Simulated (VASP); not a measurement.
# InGa26As27 (a cell with a defect) in VASP: single point with PBE

Aim: the single point of InGa26As27 (a cell with a defect) with PBE.

Everything below comes from runs of VASP 6.6.1. Logs are shortened: lines on timing, memory, paths and dates and some standing lists are left out, and cuts for length are marked.

## Step 1: The cell of the first run

The cell holds a defect, 54 atoms: a = 11.993 Å, b = 11.993 Å, c = 11.993 Å, α = 60.00°, β = 60.00°, γ = 60.00°.

## Step 2: Single point, PBE, collinear spin

The input, INCAR:

```
SYSTEM = InGa26As27
  PREC = Accurate
  ENCUT = 400
  EDIFF = 1E-6
  ISMEAR = 0
  SIGMA = 0.05
  LREAL = Auto
  LASPH = .TRUE.
  NELM = 200
  ALGO = Normal
  ISIF = 2
  LWAVE = .FALSE.
  LCHARG = .FALSE.
  ISPIN = 2
  MAGMOM = 0.2 0 0 0 0 0 0 0 0 0 0 0 0 0 0 0 0 0 0 0 0 0 0 0 0 0 0 0.2 0 0.2 0 0 0 0.2 0 0 0 0 0 0 0 0 0 0 0 0.2 0 0 0 0 0 0 0 0
  LORBIT = 11
  GGA = PE
  NBANDS = 280
  GGA_COMPAT = .FALSE.
```

The input, KPOINTS:

```
Automatic mesh
0
G
  1 1 1
  0 0 0
```

The input, POSCAR:

```
InGa26As27
1.0
    0.0000000000      8.4805500000      8.4805500000
    8.4805500000      0.0000000000      8.4805500000
    8.4805500000      8.4805500000      0.0000000000
In Ga As
1 26 27
Direct
    0.0003494255     -0.0001569698     -0.0005134901
    0.0001539345     -0.0000799190      0.3346953173
    0.0000434285      0.0000755310      0.6643896503
    0.0001054041      0.3348647150      0.0001440807
   -0.0003660560      0.3335158823      0.3333203697
   -0.0001509165      0.3349639770      0.6649417037
    0.0001749904      0.6649664795      0.0000808377
    0.0000055858      0.6647316292      0.3352015376
    0.0003895700      0.6663729899      0.6667391614
    0.3351588399      0.0001147681      0.0001208481
    0.3335018858     -0.0002774515      0.3334253209
    0.3351159668     -0.0000357752      0.6647869287
    0.3332882762      0.3335049707     -0.0002484047
    0.3333778366      0.3333112350      0.3336019661
    0.3331148323      0.3329340008      0.6668504065
    0.3350711063      0.6647521863      0.0003341126
    0.3331848404      0.6668551055      0.3330489244
    0.3330234905      0.6668855495      0.6669612101
    0.6649048128      0.0002982174     -0.0000660511
    0.6649244898      0.0000243235      0.3349272716
    0.6664739226      0.0003456332      0.6665192354
    0.6647105372      0.3349980374      0.0002501091
    0.6670165429      0.3330571672      0.3329929622
    0.6669087194      0.3330334406      0.6668448946
    0.6667284174      0.6665980269      0.0003858291
    0.6669688799      0.6669471969      0.3330527116
    0.6664041425      0.6665400186      0.6666709719
    0.0879486051      0.0875448298      0.0874923089
    0.0832539263      0.0832179973      0.4163084356
    0.0879626718      0.0877398463      0.7361536523
    0.0831085151      0.4169273957      0.0830985507
    0.0830976696      0.4167020791      0.4169410676
    0.0831697816      0.4163710911      0.7501884642
    0.0880054301      0.7365613587      0.0878436530
    0.0832663999      0.7499682294      0.4166417494
    0.0831782553      0.7501729893      0.7501334665
    0.4168908539      0.0833251949      0.0832144951
    0.4169503767      0.0831034330      0.4167669973
    0.4165024872      0.0830730138      0.7502143603
    0.4167100628      0.4167046701      0.0833854212
    0.4168114020      0.4166672985      0.4166693625
    0.4166536704      0.4166453442      0.7498502322
    0.4166506200      0.7502153401      0.0832187881
    0.4167339652      0.7498397324      0.4167379519
    0.4163878138      0.7500183093      0.7503793763
    0.7370006615      0.0877264518      0.0875832024
    0.7501947558      0.0831139139      0.4164878597
    0.7501371713      0.0831944788      0.7500118796
    0.7501699165      0.4165894787      0.0831237994
    0.7497908201      0.4167741146      0.4166745501
    0.7498842260      0.4165150782      0.7503110566
    0.7502083114      0.7503506298      0.0831418466
    0.7500724355      0.7500978892      0.4166978924
    0.7500391885      0.7499471826      0.7499973641
```

Potentials or basis: VASP PAW PBE potentials, release 64 (In_d, Ga_d, As).

Started as:

```sh
cat potpaw_PBE.64/In_d/POTCAR potpaw_PBE.64/Ga_d/POTCAR potpaw_PBE.64/As/POTCAR > POTCAR
mpirun -np 1 vasp_gam > vasp.out
```

OUTCAR:

```text
SYSTEM = InGa26As27
   PREC = Accurate
   ENCUT = 400
   EDIFF = 1E-6
   ISMEAR = 0
   LREAL = Auto
   LASPH = .TRUE.
   NELM = 200
   ISIF = 2
   ISPIN = 2
   LORBIT = 11
   GGA = PE

 ion  position               nearest neighbor table
   1  0.000  1.000  0.999-  34 2.58  28 2.58  30 2.58  46 2.58
   2  0.000  1.000  0.335-  28 2.42  29 2.43  35 2.45  47 2.45
   3  0.000  0.000  0.664-  30 2.42  29 2.43  36 2.45  48 2.45
   4  0.000  0.335  0.000-  28 2.42  31 2.43  49 2.45  33 2.45
   5  1.000  0.334  0.333-  50 2.45  31 2.45  32 2.45  29 2.45
   6  1.000  0.335  0.665-  30 2.42  32 2.43  51 2.45  33 2.45
[... 46 lines left out ...]
  53  0.750  0.750  0.417-  26 2.45  20 2.45   8 2.45  27 2.45
  54  0.750  0.750  0.750-   9 2.45  27 2.45  25 2.45  21 2.45

  LATTYP: Found a face centered cubic cell.
 ALAT       =    16.9611000000

  Lattice vectors:

 A1 = (   0.0000000000,   8.4805500000,   8.4805500000)
 A2 = (   8.4805500000,   0.0000000000,   8.4805500000)
 A3 = (   8.4805500000,   8.4805500000,   0.0000000000)

Analysis of symmetry for initial positions (statically):
=====================================================================
 Subroutine PRICEL returns:
 Original cell was already a primitive cell.

 Routine SETGRP: Setting up the symmetry group for a
 face centered cubic supercell.

 Subroutine GETGRP returns: Found  1 space group operations
 (whereof  1 operations were pure point group operations)
 out of a pool of 48 trial point group operations.

The static configuration has the point symmetry C_1 .

Analysis of symmetry for dynamics (positions and initial velocities):
=====================================================================
 Subroutine PRICEL returns:
 Original cell was already a primitive cell.

 Routine SETGRP: Setting up the symmetry group for a
 face centered cubic supercell.

 Subroutine GETGRP returns: Found  1 space group operations
 (whereof  1 operations were pure point group operations)
 out of a pool of 48 trial point group operations.

The dynamic configuration has the point symmetry C_1 .

Analysis of structural, dynamic, and magnetic symmetry:
=====================================================================
 Subroutine PRICEL returns:
 Original cell was already a primitive cell.

 Routine SETGRP: Setting up the symmetry group for a
 face centered cubic supercell.

 Subroutine GETGRP returns: Found  1 space group operations
 (whereof  1 operations were pure point group operations)
 out of a pool of 48 trial point group operations.

The overall configuration has the point symmetry C_1 .

[... 225 lines left out ...]
  free energy    TOTEN  =      -206.11983262 eV

  energy without entropy =     -206.11983262  energy(sigma->0) =     -206.11983262

 E-fermi :   4.4130     XC(G=0):  -9.5321

 val. band max:        4.1640810437   @ k =   0.0000   0.0000   0.0000
 cond. band min:       4.6593470136   @ k =   0.0000   0.0000   0.0000
 fundamental gap:      0.4952659699
 Fermi energy:         4.4129594693

 spin component 1

 k-point     1 :       0.0000    0.0000    0.0000
  band No.  band energies     occupation
      1     -10.8863      1.00000
      2     -10.8861      1.00000
      3     -10.8860      1.00000
      4     -10.8848      1.00000
      5     -10.8845      1.00000
      6     -10.8845      1.00000
[... 247 lines left out ...]
    254       5.6628      0.00000
    255       5.6823      0.00000
 Fermi energy:         4.4129594693

 spin component 2

 k-point     1 :       0.0000    0.0000    0.0000
  band No.  band energies     occupation
      1     -10.8863      1.00000
      2     -10.8861      1.00000
      3     -10.8860      1.00000
      4     -10.8848      1.00000
      5     -10.8845      1.00000
      6     -10.8844      1.00000
[... 247 lines left out ...]
    254       5.6627      0.00000
    255       5.6823      0.00000
 [bands above 255 left out]

------------------------ aborting loop because EDIFF is reached ----------------------------------------

  FORCE on cell =-STRESS in cart. coord.  units (eV):
  Direction    XX          YY          ZZ          XY          YZ          ZX
  --------------------------------------------------------------------------------------
  -------------------------------------------------------------------------------------
  Total       39.0164687     39.0109403     39.0083919     -0.0211709      0.0184612     -0.0024783
  in kB       51.2455891     51.2383279     51.2349807     -0.0278066      0.0242476     -0.0032550
  external PRESSURE =      51.2396325 kB  Pullay stress =       0.0000000 kB

 VOLUME and BASIS-vectors are now :
 -----------------------------------------------------------------------------
  energy-cutoff  :      400.00
  volume of cell :     1219.84
      direct lattice vectors                 reciprocal lattice vectors
     0.000000000  8.480550000  8.480550000    -0.058958440  0.058958440  0.058958440
     8.480550000  0.000000000  8.480550000     0.058958440 -0.058958440  0.058958440
     8.480550000  8.480550000  0.000000000     0.058958440  0.058958440 -0.058958440

 POSITION                                       TOTAL-FORCE (eV/Angst)
 -----------------------------------------------------------------------------------
     16.95541      8.47916      8.48218         0.002780     -0.002613      0.000942
     11.31827      2.83971      8.48118         0.023624      0.025807     -0.036301
      5.63503      5.63476      0.00101        -0.018080     -0.015541     -0.024181
      2.84106      0.00212      2.84073         0.015139     -0.035907      0.021099
      5.65514     11.30419     11.30584         0.000343      0.002591     -0.003712
      8.47975     14.11834     11.31995         0.035909     -0.019093      0.021933
[... 46 lines left out ...]
      9.89507      9.89485     12.72227        -0.012396     -0.010492      0.003654
     12.72035     12.72113     12.72071         0.006022      0.000031     -0.000584
 -----------------------------------------------------------------------------------
    total drift:                               -0.002775     -0.016868     -0.000228

  FREE ENERGIE OF THE ION-ELECTRON SYSTEM (eV)
  ---------------------------------------------------
  free  energy   TOTEN  =      -206.1198326154 eV

  energy  without entropy=     -206.1198326154  energy(sigma->0) =     -206.11983262

 total charge

# of ion       s       p       d       tot
------------------------------------------
    1        0.809   0.832   9.897  11.538
    2        0.837   0.846  10.003  11.686
    3        0.837   0.845  10.003  11.685
    4        0.837   0.846  10.003  11.685
    5        0.836   0.832   9.999  11.667
    6        0.837   0.846  10.003  11.685
[... 46 lines left out ...]
   53        1.172   1.672   0.028   2.872
   54        1.172   1.670   0.028   2.870
--------------------------------------------------
tot         54.201  67.887 270.693 392.782

 magnetization (x)

# of ion       s       p       d       tot
------------------------------------------
    1       -0.000   0.000  -0.000   0.000
    2        0.000  -0.000   0.000  -0.000
    3        0.000  -0.000   0.000  -0.000
    4        0.000  -0.000   0.000  -0.000
    5        0.000  -0.000   0.000  -0.000
    6       -0.000  -0.000   0.000  -0.000
[... 46 lines left out ...]
   53        0.000   0.000   0.000   0.000
   54        0.000  -0.000  -0.000  -0.000
--------------------------------------------------
tot         -0.000   0.000   0.000   0.000
```

It took 18 min on 1 thread of AMD EPYC 7R43 (Zen 3), shared host; peak memory 1.4 GiB.

What came out:

| Property | Result |
| --- | --- |
| Free energy | -206.1198 eV |
| Pressure | 5.1 GPa |
| Largest force | 0.056 eV/Å |
| Net moment | 0.00 μB per cell |
| Valence electrons inside the program's atomic spheres | In 11.54; Ga 11.69, 11.67 (each value once); As 2.89, 2.88, 2.87 (each value once) |

Forces on the atoms (eV/Å):
```
In   0.003 -0.003  0.001
Ga   0.024  0.026 -0.036
Ga  -0.018 -0.016 -0.024
Ga   0.015 -0.036  0.021
Ga   0.000  0.003 -0.004
Ga   0.036 -0.019  0.022
Ga  -0.024 -0.038 -0.025
Ga   0.031  0.021 -0.015
Ga   0.011 -0.023 -0.013
Ga  -0.034  0.021  0.020
Ga  -0.006  0.000 -0.008
Ga  -0.024  0.037  0.019
Ga  -0.006 -0.002  0.009
Ga   0.004  0.000  0.005
Ga   0.009  0.000  0.023
Ga  -0.030  0.025  0.040
Ga   0.007  0.023 -0.002
Ga  -0.026  0.004  0.001
Ga  -0.036 -0.020 -0.024
Ga   0.016  0.034 -0.015
Ga  -0.021  0.021 -0.016
Ga   0.016 -0.021  0.035
Ga   0.020  0.000 -0.004
Ga   0.009 -0.023 -0.001
Ga  -0.018 -0.024  0.014
Ga   0.005 -0.002 -0.023
Ga   0.018  0.021  0.014
As   0.021  0.002  0.009
As   0.011  0.006  0.040
As  -0.017 -0.025  0.009
As   0.004  0.037 -0.001
As  -0.042 -0.004 -0.001
As  -0.006  0.007 -0.003
As  -0.002  0.008 -0.027
As  -0.004 -0.002  0.004
As   0.000  0.005  0.002
As   0.037 -0.001 -0.001
As   0.001 -0.038 -0.001
As   0.004 -0.007  0.002
As   0.006  0.003 -0.038
As  -0.002  0.000 -0.003
As  -0.001  0.000  0.001
As  -0.002  0.003 -0.006
As   0.001  0.000  0.003
As   0.000 -0.005  0.000
As   0.016 -0.002 -0.011
As   0.000 -0.008  0.008
As   0.006  0.001  0.005
As   0.000  0.010 -0.008
As   0.002 -0.003 -0.003
As  -0.009  0.004 -0.001
As   0.004  0.011  0.004
As  -0.012 -0.010  0.004
As   0.006  0.000 -0.001
```

Levels at points of the mesh, in eV from the Fermi level:
Spin up:
| k point | band 241 | band 242 | band 243 | band 244 | band 245 | band 246 |
| --- | --- | --- | --- | --- | --- | --- |
| (0.00, 0.00, 0.00) | -0.25 | -0.25 | -0.25 | 0.25 | 0.88 | 0.88 |
Spin down:
| k point | band 239 | band 240 | band 241 | band 242 | band 243 | band 244 | band 245 | band 246 | band 247 | band 248 |
| --- | --- | --- | --- | --- | --- | --- | --- | --- | --- | --- |
| (0.00, 0.00, 0.00) | -1.08 | -1.08 | -0.25 | -0.25 | -0.25 | 0.25 | 0.88 | 0.88 | 0.88 | 0.89 |

Caveat: the k points lie up to 0.64 Å⁻¹ apart; spin-orbit coupling is left out, which moves the levels of the heavy elements.
